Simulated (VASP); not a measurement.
Write the native input for VASP 6.6.1 that does the following.

* Task: single point
* Functional: PBEsol
* Dispersion: D3(BJ)
* Potentials or basis: VASP PAW PBE potentials, release 64 (Si, C)
* Cutoff: 520 eV
* k mesh: 10 × 10 × 3
* Occupations: fermi-dirac, width 0.05 eV
* Spin: no spin polarisation
* Dipole correction: no
* Further INCAR settings: ALGO = Normal; EDIFF = 1e-06; NBANDS = 26

The structure of SiC lies in POSCAR:

```
SiC
1.0
    3.0550512851      0.0000000000      0.0000000000
   -1.5275256425      2.6457520228      0.0000000000
    0.0000000000      0.0000000000     10.0030562121
Si C
4 4
Direct
    0.0000000000      0.0000000000      0.1878943800
    0.0000000000      0.0000000000      0.6878943800
    0.3333333333      0.6666666667      0.4378419800
    0.6666666667      0.3333333333      0.9378419800
    0.0000000000      0.0000000000      0.0004600500
    0.0000000000      0.0000000000      0.5004600500
    0.3333333333      0.6666666667      0.2498025900
    0.6666666667      0.3333333333      0.7498025900
```

One way to write it, as run:

INCAR

```
SYSTEM = SiC
PREC = Accurate
ENCUT = 520
EDIFF = 1E-6
ISMEAR = -1
SIGMA = 0.05
LREAL = .False.
LASPH = .True.
NELM = 60
ALGO = Normal
ISIF = 2
LWAVE = .False.
LCHARG = .True.
GGA = PS
IVDW = 12
LELF = .True.
LVHAR = .True.
NBANDS = 26
```

KPOINTS

```
Automatic mesh
0
Gamma
  10 10 3
  0 0 0
```

Potentials or basis: VASP PAW PBE potentials, release 64 (Si, C).

Launch:

```sh
$ cat potpaw_PBE.64/Si/POTCAR potpaw_PBE.64/C/POTCAR > POTCAR
$ mpirun -np 1 vasp_std > vasp.out
```

Results of the run:

```
Pressure                   : 1.5 GPa
Largest force              : 0.011 eV/Å
Band gap on the k mesh     : 2.11 eV (least direct gap 3.24 eV)
Dispersion energy per atom : -0.248 eV
```

Caveat: the PAW data sets were made with another functional, which shifts forces and pressure a little; an odd mesh through Γ misses points on the zone boundary, where band edges can lie.

Wall time 79 s on 1 thread of AMD EPYC 7R13 (shared host), peak memory 0.19 GiB.
